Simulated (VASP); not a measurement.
The system is ScAl3.

```
Sc Al
1.0
     4.11488    0.00000    0.00000
     0.00000    4.11488    0.00000
     0.00000    0.00000    4.11488
Sc Al
1 3
Direct
  0.00000 0.00000 0.00000
  0.50000 0.50000 0.00000
  0.00000 0.50000 0.50000
  0.50000 0.00000 0.50000
```

This cell differs from its parent crystal: volume scaled by 1.02.

Base run:

| Quantity | Value |
| --- | --- |
| Program | VASP 6.6.1 |
| Functional | PBEsol |
| Potentials or basis | VASP PAW PBE potentials, release 64 (Sc_sv, Al) |
| Cutoff | 520 eV |
| k mesh | 7 × 7 × 7 |
| Occupations | fermi-dirac, width 0.05 eV |
| Spin | no spin polarisation |

Its results: band gap on the k mesh zero (band 10 reaches 7.97 eV, above the bottom of band 11 at 4.38 eV); pressure -2.7 GPa.

The run is repeated on the same cell with these changes: functional from PBEsol to PBE; further incar settings from ALGO = Normal; EDIFF = 1e-06; NBANDS = 18 to ALGO = Fast; EDIFF = 1e-07; NBANDS = 18. What comes out?

Band gap on the k mesh zero (band 10 reaches 8.03 eV, above the bottom of band 11 at 4.45 eV); pressure -0.6 GPa.

Caveats: the PAW data sets were made with another functional, which shifts forces and pressure a little (some runs).
